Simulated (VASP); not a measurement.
Set up this calculation in VASP 6.6.1, as the native input.

```yaml
Task: single point
Functional: LDA
Potentials_or_basis: VASP PAW LDA potentials, release 64 (Ga_d, N)
Cutoff: 520 eV
k_mesh: 6 × 4 × 4
Occupations: gaussian, width 0.1 eV
Spin: no spin polarisation
Dipole_correction: no
Further_INCAR_settings: ALGO = Normal; EDIFF = 1e-07; NBANDS = 46
```

The structure of GaN (l) lies in POSCAR:

```
GaN
1.0
    3.1203032401      0.0000000000      0.0000000000
    0.0000000000      5.0407577076      0.0000000000
    0.0000000000      0.0000000000      5.5556643152
Ga N
4 4
Direct
    0.0000000000      0.9992022987      0.3333333333
    0.5000000000      0.9992022987      0.8333333333
    0.5000000000      0.4992022987      0.1666666667
    0.0000000000      0.4992022987      0.6666666667
    0.0000000000      0.6227977013      0.3333333333
    0.5000000000      0.6227977013      0.8333333333
    0.5000000000      0.1227977013      0.1666666667
    0.0000000000      0.1227977013      0.6666666667
```

The input as run:

INCAR

```
SYSTEM = GaN
PREC = Accurate
ENCUT = 520
EDIFF = 1E-7
ISMEAR = 0
SIGMA = 0.1
LREAL = .False.
LASPH = .True.
NELM = 100
ALGO = Normal
ISIF = 2
LWAVE = .False.
LCHARG = .True.
LELF = .True.
LVHAR = .True.
NBANDS = 46
```

KPOINTS

```
Automatic mesh
0
Gamma
  6 4 4
  0 0 0
```

Potentials or basis: VASP PAW LDA potentials, release 64 (Ga_d, N).

Launch:

```bash
$ cat potpaw_LDA.64/Ga_d/POTCAR potpaw_LDA.64/N/POTCAR > POTCAR
$ mpirun -np 1 vasp_std > vasp.out
```

It gave:

```
Pressure               : 3.8 GPa
Largest force          : 0.396 eV/Å
Band gap on the k mesh : 2.20 eV
```

It took 78 s on 1 thread of AMD EPYC 9R45 96-Core Processor (Zen 5) (shared host), peak memory 0.2 GiB.
